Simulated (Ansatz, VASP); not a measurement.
**Ru in VASP and in Ansatz**

```
Ru
1.0
     2.68952    0.00000    0.00000
     0.00000    4.25192    0.00000
     0.00000    0.00000   27.42238
Ru
12
Direct
  0.00000 0.75000 0.27722
  0.50000 0.25000 0.30196
  0.50000 0.75000 0.35818
  0.00000 0.25000 0.38621
  0.00000 0.75000 0.44367
  0.50000 0.25000 0.47150
  0.50000 0.75000 0.52850
  0.00000 0.25000 0.55633
  0.00000 0.75000 0.61379
  0.50000 0.25000 0.64182
  0.50000 0.75000 0.69804
  0.00000 0.25000 0.72278
```

Alike in both runs: functional PBEsol; k mesh 13 × 8 × 1; occupations gaussian, width 0.1 eV; no spin polarisation.

Ansatz relaxed the structure, and its values are those at the end. VASP's run is a single point on that final structure, the one shown.

```csv
,VASP,Ansatz
version,VASP 6.6.1,Ansatz 0.2.0
potentials or method,"VASP PAW PBE potentials, release 64 (Ru_pv), cutoff 520 eV","scalar-relativistic, plane waves, PAW"
valence electrons in the cell,168,192
```

|  | VASP | Ansatz | Ansatz less VASP |
| --- | --- | --- | --- |
| gap on the k mesh at the Fermi level (eV) | none | none | - |
| rms of the force components (eV/Å) | 0.003 | 0.002 | -0.0010 |
| work function, face that differs most (eV) | 4.91 | 4.92 | +0.002 |

VASP's potentials were made for PBE, not for PBEsol. A gap of «none» marks a metal or a gap that the smearing closes. VASP's potentials hold 168 valence electrons a cell and Ansatz's 192, so a difference there can come from the potentials and not from the codes.
